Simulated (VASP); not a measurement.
# SiC (Imm2) in VASP: a series of runs

Runs on SiC. Level: PBEsol. Tasks: single point.

All numbers are computed with VASP 6.6.1; they aren't measurements. Logs are shortened: lines on timing, memory, paths and dates and some standing lists are left out, and cuts for length are marked.

### 1 The cell of the first run

It takes space group Imm2 (No. 44, orthorhombic). Conventional cell: a = 3.081 Å, b = 3.081 Å, c = 4.357 Å, α = 90.00°, β = 90.00°, γ = 90.00°. Si (site symmetry mm2) has 4 C at 1.88 to 1.90 Å within 2.5 Å. C (site symmetry mm2) has 4 Si at 1.88 to 1.90 Å within 2.5 Å.

### 2 Single point, PBEsol

The input, INCAR:

```
SYSTEM = SiC
ALGO = Normal ; EDIFF = 1E-6
ENCUT = 520 ; GGA = PS
ISIF = 2 ; ISMEAR = 0
LASPH = .TRUE. ; LCHARG = .FALSE.
LREAL = .FALSE. ; LWAVE = .FALSE.
NBANDS = 11 ; NELM = 80
PREC = Accurate ; SIGMA = 0.05
```

The input, KPOINTS:

```
k-points
0
G
  10 10 10
  0 0 0
```

The input, POSCAR:

```
SiC
1.0
    0.0000000000      2.1783895848      2.1783895848
    2.1783895848      0.0000000000      2.1783895848
    2.1783895848      2.1783895848      0.0000000000
Si C
1 1
Direct
    0.0011779326     -0.0011779326      0.0011779326
    0.7472456717      0.7527543283      0.7472456717
```

Potentials or basis: VASP PAW PBE potentials, release 64 (Si, C).

The run is started by

```sh
> cat potpaw_PBE.64/Si/POTCAR potpaw_PBE.64/C/POTCAR > POTCAR
> mpirun -np 1 vasp_std > vasp.out
```

OUTCAR:

```text
SYSTEM = SiC
   EDIFF = 1E-6
   ENCUT = 520
   GGA = PS
   ISIF = 2
   ISMEAR = 0
   LASPH = .TRUE.
   LREAL = .FALSE.
   NELM = 80
   PREC = Accurate

 ion  position               nearest neighbor table
   1  0.001  0.999  0.001-   2 1.88   2 1.88   2 1.90   2 1.90
   2  0.747  0.753  0.747-   1 1.88   1 1.88   1 1.90   1 1.90

  LATTYP: Found a face centered cubic cell.
 ALAT       =     4.3567791696

  Lattice vectors:

 A1 = (   0.0000000000,   2.1783895848,   2.1783895848)
 A2 = (   2.1783895848,   0.0000000000,   2.1783895848)
 A3 = (   2.1783895848,   2.1783895848,   0.0000000000)

Analysis of symmetry for initial positions (statically):
=====================================================================
 Subroutine PRICEL returns:
 Original cell was already a primitive cell.

 Routine SETGRP: Setting up the symmetry group for a
 face centered cubic supercell.

 Subroutine GETGRP returns: Found  4 space group operations
 (whereof  4 operations were pure point group operations)
 out of a pool of 48 trial point group operations.

The static configuration has the point symmetry C_2v.

Analysis of symmetry for dynamics (positions and initial velocities):
=====================================================================
 Subroutine PRICEL returns:
 Original cell was already a primitive cell.

 Routine SETGRP: Setting up the symmetry group for a
 face centered cubic supercell.

 Subroutine GETGRP returns: Found  4 space group operations
 (whereof  4 operations were pure point group operations)
 out of a pool of 48 trial point group operations.

The dynamic configuration has the point symmetry C_2v.

 Subroutine INISYM returns: Found  4 space group operations
 (whereof  4 operations are pure point group operations),
 and found     1 'primitive' translations

----------------------------------------------------------------------------------------

                                     Primitive cell

  volume of cell :      20.6746

  direct lattice vectors                    reciprocal lattice vectors
     0.000000000  2.178389585  2.178389585    -0.229527355  0.229527355  0.229527355
     2.178389585  0.000000000  2.178389585     0.229527355 -0.229527355  0.229527355
     2.178389585  2.178389585  0.000000000     0.229527355  0.229527355 -0.229527355

  length of vectors
     3.080708095  3.080708095  3.080708095     0.397553041  0.397553041  0.397553041

  position of ions in fractional coordinates (direct lattice)
     0.001177933  0.998822067  0.001177933
     0.747245672  0.752754328  0.747245672

  ion indices of the primitive-cell ions
   primitive index   ion index
                 1           1
                 2           2

----------------------------------------------------------------------------------------

 KPOINTS: k-points

Automatic generation of k-mesh.
 Grid dimensions read from file:
 generate k-points for:   10   10   10

 Generating k-lattice:

  Cartesian coordinates                     Fractional coordinates (reciprocal lattice)
    -0.022952736  0.022952736  0.022952736     0.100000000  0.000000000  0.000000000
     0.022952736 -0.022952736  0.022952736     0.000000000  0.100000000  0.000000000
     0.022952736  0.022952736 -0.022952736     0.000000000  0.000000000  0.100000000

  Length of vectors
     0.039755304  0.039755304  0.039755304

  Shift w.r.t. Gamma in fractional coordinates (k-lattice)
     0.000000000  0.000000000  0.000000000

 Subroutine IBZKPT returns following result:
 ===========================================

 Found    171 irreducible k-points:

 Following reciprocal coordinates:
            Coordinates               Weight
  0.000000  0.000000  0.000000      1.000000
  0.100000  0.000000  0.000000      4.000000
  0.000000  0.100000  0.000000      4.000000
  0.200000  0.000000  0.000000      4.000000
  0.000000  0.200000  0.000000      4.000000
  0.300000  0.000000  0.000000      4.000000
[... 16 lines left out ...]
  0.000000  0.400000  0.100000      8.000000
  0.100000  0.000000  0.400000      4.000000
 [... further k-points ...]
   k-points           NKPTS =    171   k-points in BZ     NKDIM =    171   number of bands    NBANDS=     11
   number of dos      NEDOS =    301   number of ions     NIONS =      2
   total plane-waves  NPLWV =  13824
   dimension x,y,z NGX =    24 NGY =   24 NGZ =   24
   dimension x,y,z NGXF=    48 NGYF=   48 NGZF=   48
   ions per type =               1   1
   NGX,Y,Z   is equivalent  to a cutoff of  12.95, 12.95, 12.95 a.u.
   NGXF,Y,Z  is equivalent  to a cutoff of  25.90, 25.90, 25.90 a.u.
 SYSTEM =  SiC
   PREC   = accura    normal or accurate (medium, high low for compatibility)
   ISTART =      0    job   : 0-new  1-cont  2-samecut
   ICHARG =      2    charge: 1-file 2-atom 10-const
   ISPIN  =      1    spin polarized calculation?
   LNONCOLLINEAR =      F non collinear calculations
   LSORBIT =      F    spin-orbit coupling
   LASPH  =      T    aspherical Exc in radial PAW
   ENCUT  =  520.0 eV  38.22 Ry    6.18 a.u.   5.73  5.73  5.73*2*pi/ulx,y,z
   NELM   =     80;   NELMIN=  2; NELMDL= -5     # of ELM steps
   EDIFF  = 0.1E-05   stopping-criterion for ELM
   LREAL  =      F    real-space projection
   EDIFFG = 0.1E-04   stopping-criterion for IOM
   NSW    =      0    number of steps for IOM
   IBRION =     -1    ionic relax: 0-MD 1-quasi-New 2-CG
   NFREE  =      0    steps in history (QN), initial steepest desc. (CG)
   ISIF   =      2    stress and relaxation
   ISYM   =      2    0-nonsym 1-usesym 2-fastsym
   POTIM  = 0.5000    time-step for ionic-motion
   TEBEG  =    0.0;   TEEND  =   0.0 temperature during run
   PSTRESS=    0.0 pullay stress
   NELECT =       8.0000    total number of electrons
   NUPDOWN=      -1.0000    fix difference up-down
   EMIN   =  10.00;   EMAX   =-10.00  energy-range for DOS
   EFERMI =   0.00;   METHOD = LEGACY
   ISMEAR =     0;   SIGMA  =   0.05  broadening in eV -4-tet -1-fermi 0-gaus
   EFERMI_NEDOS =   21; number of points for ismear=-14 and -15
   IALGO  =     38    algorithm
   IMIX   =      4    mixing-type and parameters
     AMIX     =   0.40;   BMIX     =  1.00
     AMIX_MAG =   1.60;   BMIX_MAG =  1.00
  volume/ion in A,a.u.               =      10.34        69.76
  Fermi-wavevector in a.u.,A,eV,Ry     =   1.192960  2.254368 19.363185  1.423154
  Thomas-Fermi vector in A             =   2.328986
   LORBIT       =      0    0 simple, 1 ext, 2 COOP (PROOUT), +10 PAW based schemes
   GGA     = PS    functional components
   LHFCALC =     F    Hartree Fock is set to
   AEXX    =    0.0000 exact exchange contribution
   IVDW    =     0    specifies the selected vdW correction
   LEPSILON=     F    determine dielectric tensor
   LRPA    =     F    only Hartree local field effects (RPA)
 non-spin polarized calculation
 Gauss-broadening in eV      SIGMA  =   0.05
  energy-cutoff  :      520.00
  volume of cell :       20.67
 maximum number of plane-waves:       568
   NGX = 11   NGY = 11   NGZ = 11

 number of electron       8.0000001 magnetization

 Free energy of the ion-electron system (eV)
  ---------------------------------------------------
  ext. energy  EPLUGINS =         0.00000000
  ---------------------------------------------------
  free energy    TOTEN  =       -15.91213175 eV

  energy without entropy =      -15.91213175  energy(sigma->0) =      -15.91213175

 E-fermi :   8.4599     XC(G=0): -11.5085

 val. band max:        8.1460983371   @ k =   0.0000   0.0000   0.0000
 cond. band min:       9.2981833695   @ k =   0.5000   0.5000   0.0000
 fundamental gap:      1.1520850324
 Fermi energy:         8.4599039994

 k-point     1 :       0.0000    0.0000    0.0000
  band No.  band energies     occupation
      1      -7.3650      2.00000
      2       7.9840      2.00000
      3       8.0666      2.00000
      4       8.1461      2.00000
      5      14.2616      0.00000
      6      15.2818      0.00000
      7      15.3139      0.00000
      8      15.3486      0.00000
      9      22.5264      0.00000
     10      22.5267      0.00000
     11      24.3401      0.00000

 k-point     2 :       0.1000    0.0000    0.0000
  band No.  band energies     occupation
      1      -7.1685      2.00000
      2       7.0049      2.00000
      3       7.9048      2.00000
      4       8.0091      2.00000
      5      14.5064      0.00000
      6      15.5263      0.00000
      7      15.5580      0.00000
      8      15.6352      0.00000
      9      21.5322      0.00000
     10      21.5396      0.00000
     11      24.1634      0.00000

 k-point     3 :       0.0000    0.1000    0.0000
  band No.  band energies     occupation
      1      -7.1689      2.00000
      2       7.0924      2.00000
      3       7.8514      2.00000
      4       7.9613      2.00000
      5      14.5175      0.00000
      6      15.5175      0.00000
      7      15.5928      0.00000
      8      15.5987      0.00000
      9      21.5626      0.00000
     10      21.5675      0.00000
     11      24.1174      0.00000

 k-point     4 :       0.2000    0.0000    0.0000
  band No.  band energies     occupation
      1      -6.5874      2.00000
      2       4.8868      2.00000
      3       7.5923      2.00000
      4       7.6963      2.00000
      5      14.2117      0.00000
      6      15.8791      0.00000
      7      15.9709      0.00000
      8      16.7872      0.00000
      9      20.8337      0.00000
     10      20.8593      0.00000
     11      23.2844      0.00000
[... 239 lines left out ...]
 k-point    22 :       0.4000    0.1000    0.0000
  band No.  band energies     occupation
      1      -4.7283      2.00000
      2       1.2538      2.00000
      3       6.6148      2.00000
      4       6.6997      2.00000
      5      13.5896      0.00000
      6      15.2147      0.00000
      7      16.3407      0.00000
      8      18.0393      0.00000
      9      21.4058      0.00000
     10      24.4025      0.00000
     11      24.5130      0.00000

 k-point    23 :       0.0000    0.4000    0.1000
  band No.  band energies     occupation
      1      -4.7389      2.00000
      2       1.3120      2.00000
      3       6.5574      2.00000
      4       6.6835      2.00000
      5      13.5936      0.00000
      6      15.2222      0.00000
      7      16.2476      0.00000
      8      18.0534      0.00000
      9      21.4739      0.00000
     10      24.4524      0.00000
     11      24.5201      0.00000

 k-point    24 :       0.1000    0.0000    0.4000
  band No.  band energies     occupation
      1      -4.7294      2.00000
      2       1.2598      2.00000
      3       6.5846      2.00000
      4       6.7202      2.00000
      5      13.6133      0.00000
      6      15.2482      0.00000
      7      16.2579      0.00000
      8      18.0360      0.00000
      9      21.4285      0.00000
     10      24.4748      0.00000
     11      24.4774      0.00000

 [... further k-points ...]
[... 5 lines left out ...]
  --------------------------------------------------------------------------------------
  -------------------------------------------------------------------------------------
  Total        0.0535131      0.0463714      0.0535131      0.0000000      0.0000000     -0.1475154
  in kB        4.1470009      3.5935505      4.1470009      0.0000000      0.0000000    -11.4317125
  external PRESSURE =       3.9625174 kB  Pullay stress =       0.0000000 kB

 VOLUME and BASIS-vectors are now :
 -----------------------------------------------------------------------------
  energy-cutoff  :      520.00
  volume of cell :       20.67
      direct lattice vectors                 reciprocal lattice vectors
     0.000000000  2.178389585  2.178389585    -0.229527355  0.229527355  0.229527355
     2.178389585  0.000000000  2.178389585     0.229527355 -0.229527355  0.229527355
     2.178389585  2.178389585  0.000000000     0.229527355  0.229527355 -0.229527355

 POSITION                                       TOTAL-FORCE (eV/Angst)
 -----------------------------------------------------------------------------------
      2.17839      0.00513      2.17839         0.000000     -0.328929      0.000000
      3.26758      3.25558      3.26758         0.000000      0.328929      0.000000
 -----------------------------------------------------------------------------------
    total drift:                               -0.000000      0.000073     -0.000000

  FREE ENERGIE OF THE ION-ELECTRON SYSTEM (eV)
  ---------------------------------------------------
  free  energy   TOTEN  =       -15.9121317453 eV

  energy  without entropy=      -15.9121317453  energy(sigma->0) =      -15.91213175
```

Wall time 19 s (1 thread of AMD EPYC 9R45 (Zen 5), shared host); peak memory 0.13 GiB.

What came out:

| Item | Value |
| --- | --- |
| Free energy | -15.9121 eV |
| Pressure | 0.4 GPa |
| Largest force | 0.329 eV/Å |
| Band gap on the k mesh | 1.15 eV, indirect (least direct gap 4.40 eV) |

Forces in eV/Å, atoms in the order of the input:
```
Si   0.000 -0.329  0.000
C    0.000  0.329  0.000
```

Levels at points of the mesh, in eV from the valence-band top:
| k point | band 1 | band 2 | band 3 | band 4 | band 5 | band 6 | band 7 | band 8 | band 9 |
| --- | --- | --- | --- | --- | --- | --- | --- | --- | --- |
| (0.00, 0.00, 0.00) | -15.51 | -0.16 | -0.08 | 0.00 | 6.12 | 7.14 | 7.17 | 7.20 | 14.38 |
| (0.50, 0.00, 0.00) | -11.89 | -8.72 | -1.17 | -1.07 | 5.30 | 7.02 | 7.14 | 9.84 | 15.92 |
| (0.00, 0.50, 0.00) | -11.92 | -8.65 | -1.21 | -1.10 | 5.30 | 6.98 | 7.11 | 9.84 | 15.95 |
| (0.50, 0.50, 0.00) | -10.44 | -7.92 | -3.29 | -3.29 | 1.15 | 4.12 | 13.88 | 13.89 | 14.61 |
| (0.50, 0.00, 0.50) | -10.44 | -7.91 | -3.33 | -3.25 | 1.15 | 4.12 | 13.88 | 13.89 | 14.61 |

Caveat: the PAW data sets were made with another functional, which shifts forces and pressure a little.

(Continued in part 2 of 2.)
